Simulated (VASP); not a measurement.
Here is a VASP 6.6.1 calculation.

File INCAR:

```
SYSTEM = HC20
PREC     = Accurate       ! precision mode
ENCUT    = 520            ! plane-wave cutoff, eV
EDIFF    = 1E-7           ! SCF threshold, eV
ISMEAR   = 0              ! smearing method
SIGMA    = 0.1            ! smearing width, eV
LREAL    = Auto         
LASPH    = .TRUE.         ! aspherical terms in the spheres
NELM     = 80             ! most SCF steps
ALGO     = Fast           ! electronic algorithm
ISIF     = 2              ! what is computed and relaxed
LWAVE    = .FALSE.        ! write WAVECAR
LCHARG   = .FALSE.        ! write CHGCAR
LDIPOL   = .TRUE.       
IDIPOL   = 3            
DIPOL    = 0.5 0.5 0.305
GGA      = PE             ! functional
IVDW     = 12             ! dispersion correction
NBANDS   = 56             ! bands
```

Contents of KPOINTS:

```
Automatic mesh
0
G
  6 4 1
  0 0 0
```

The input POSCAR:

```
HC20
1.0
    4.9292027291      0.0000000000      0.0000000000
    0.0000000000      6.8054113579      0.0000000000
    0.0000000000      0.0000000000     22.2346643469
C H
20 1
Direct
    0.3122885183      0.2500141188      0.1798992752
    0.8122885183      0.2500141188      0.1798992752
    0.0622635010      0.2500141188      0.2119095571
    0.5622635010      0.2500141188      0.2119095571
    0.1871989222      0.7499858812      0.2279080302
    0.6871989222      0.7499858812      0.2279080302
    0.4371739048      0.7499858812      0.2599183120
    0.9371739048      0.7499858812      0.2599183120
    0.0621093260      0.2500141188      0.2759167852
    0.5621093260      0.2500141188      0.2759167852
    0.3120409925      0.2500133946      0.3071026518
    0.8120409925      0.2500133946      0.3071026518
    0.4371093881      0.7499905632      0.3309339292
    0.9371093881      0.7499905632      0.3309339292
    0.1866551682      0.7499900467      0.3565506911
    0.6866551682      0.7499900467      0.3565506911
    0.3119519864      0.2500147752      0.3740490919
    0.8119519864      0.2500147752      0.3740490919
    0.0621664184      0.2500173699      0.4018349100
    0.5621664184      0.2500173699      0.4018349100
    0.1454997517      0.7500173699      0.5502518120
```

Potentials or basis: VASP PAW PBE potentials, release 64 (C, H).

The run is started by

```sh
$ cat potpaw_PBE.64/C/POTCAR potpaw_PBE.64/H/POTCAR > POTCAR
$ mpirun -np 1 vasp_std > vasp.out
```

(1) Estimate the largest force.

(2) What does it give for the dispersion energy per atom?

(3) Estimate the band gap on the k mesh.

Answers

(1) 3.397 eV/Å.

(2) -0.103 eV.

(3) zero (an odd number of electrons rules out a gap without spin polarisation).

Caveat: an odd number of electrons without spin polarisation forces a metal; a magnetic or distorted state may lie lower.
